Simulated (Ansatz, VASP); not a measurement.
**Al3B2Sb in VASP and in Ansatz**

```
Al B Sb
1.0
     5.53100    0.00000    0.00000
    -2.76550    4.78998    0.00000
     0.00000    0.00000    3.30238
Al B Sb
3 2 1
Direct
  0.50000 0.00000 0.50000
  0.50000 0.50000 0.50000
  0.00000 0.50000 0.50000
  0.33333 0.66667 0.00000
  0.66667 0.33333 0.00000
  0.00000 0.00000 0.00000
```

Change from the starting cell: species swapped into the ZrCo3B2 type (P6/mmm, No. 191).

Alike in both runs: functional PBE; k mesh 4 × 4 × 5; occupations gaussian, width 0.2 eV; no spin polarisation.

Ansatz relaxed the structure, and its values are those at the end. VASP's run is a single point on that final structure, the one shown.

|  | VASP | Ansatz |
| --- | --- | --- |
| version | VASP 6.6.1 | Ansatz 0.2.0 |
| potentials or method | VASP PAW PBE potentials, release 64 (Al, B, Sb), cutoff 520 eV | scalar-relativistic, plane waves, PAW |
| valence electrons in the cell | 20 | 30 |

```csv
,VASP,Ansatz,Ansatz less VASP
gap on the k mesh at the Fermi level (eV),none,none,-
pressure (GPa),-0.2,-0.2,+0.06
```

A gap of «none» marks a metal or a gap that the smearing closes. VASP's potentials hold 20 valence electrons a cell and Ansatz's 30, so a difference there can come from the potentials and not from the codes.

The k mesh is coarse, so the values compare programs but aren't converged. Neither program's run includes spin-orbit coupling.
